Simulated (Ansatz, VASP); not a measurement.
# PbF2: VASP beside Ansatz

```xyz
3
Lattice="0.0439 2.9458 2.9458 2.9458 0.0439 2.9458 2.9897 2.9897 0.0000" Properties=species:S:1:pos:R:3 pbc="T T T"
Pb    0.0000    0.0000    0.0000
F     1.4949    1.4949    1.4525
F     4.4846    4.4846    4.4391
```

Change from the starting cell: shear_xy strain +3.0%.

Alike in both runs: task single point; functional PBE; k mesh 8 × 8 × 8; occupations fermi-dirac, width 0.02 eV; no spin polarisation.

|  | VASP | Ansatz |
| --- | --- | --- |
| version | VASP 6.6.1 | Ansatz 0.2.0 |
| potentials or method | VASP PAW PBE potentials, release 64 (Pb_d, F) | plane waves, PAW |
| plane-wave cutoff (eV) | 600 | 420 |
| valence electrons in the cell | 28 | 28 |

Ansatz gave:

```
gap on the k mesh at the Fermi level (eV)                     : 4.41
pressure (GPa)                                                : 4.2
traceless stress, the component that is largest in VASP (GPa) : -0.67
```

Task: Which values does VASP return?

Result: gap on the k mesh at the Fermi level (eV): 4.41; pressure (GPa): 4.0; traceless stress, the component that is largest in VASP (GPa): -0.68.

Neither program's run includes spin-orbit coupling.
